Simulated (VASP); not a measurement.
Wanted: the native input for a VASP 6.6.1 run.

```
Task                   : single point
Functional             : PBEsol
Dispersion             : D4
Potentials or basis    : VASP PAW PBE potentials, release 64 (Ca_sv, Ir, Tl_d)
Cutoff                 : 520 eV
k mesh                 : 5 × 5 × 2
Occupations            : methfessel-paxton, width 0.0185 eV
Spin                   : no spin polarisation
Dipole correction      : no
Further INCAR settings : ALGO = Normal; EDIFF = 1e-06; NBANDS = 69
```

The structure of CaTl3Ir lies in POSCAR:

```
CaTl3Ir
1.0
    3.9825040000      0.0000000000      0.0000000000
    1.9912520000     -6.2419590000      0.0000000000
    0.0000000000      0.0000000000     -9.2397830000
Ca Ir Tl
2 2 6
Direct
    0.7492000000      0.5016000000      0.7500000000
    0.2508000000      0.4984000000      0.2500000000
    0.0000000000      0.0000000000      0.0000000000
    0.0000000000      0.0000000000      0.5000000000
    0.0779000000      0.8442000000      0.7500000000
    0.9221000000      0.1558000000      0.2500000000
    0.3658000000      0.2684000000      0.5548000000
    0.6342000000      0.7316000000      0.0548000000
    0.6342000000      0.7316000000      0.4452000000
    0.3658000000      0.2684000000      0.9452000000
```

One way to write it, as run:

INCAR

```
SYSTEM = CaTl3Ir
  PREC = Accurate
  ENCUT = 520
  EDIFF = 1E-6
  ISMEAR = 1
  SIGMA = 0.0185
  LREAL = .False.
  LASPH = .True.
  NELM = 100
  ALGO = Normal
  ISIF = 2
  LWAVE = .False.
  LCHARG = .False.
  GGA = PS
  IVDW = 13
  NBANDS = 69
```

KPOINTS

```
regular mesh
0
Gamma
  5 5 2
  0 0 0
```

Potentials or basis: VASP PAW PBE potentials, release 64 (Ca_sv, Ir, Tl_d).

The run is started by

```sh
$ cat potpaw_PBE.64/Ca_sv/POTCAR potpaw_PBE.64/Ir/POTCAR potpaw_PBE.64/Tl_d/POTCAR > POTCAR
$ mpirun -np 1 vasp_std > vasp.out
```

It gave:

- Pressure: 10.5 GPa
- Largest force: 1.030 eV/Å
- Band gap on the k mesh: zero (bands 58 and 59 overlap by 1.22 eV)
- Dispersion energy per atom: -0.242 eV

Caveat: the stress differs along the axes, from 7 to 14 GPa; the PAW data sets were made with another functional, which shifts forces and pressure a little; spin-orbit coupling is left out, which moves the levels of the heavy elements.

Run time: 5.4 min on 1 thread of Intel(R) Xeon(R) Platinum 8488C (Sapphire Rapids), on a shared host, peak memory 0.46 GiB.
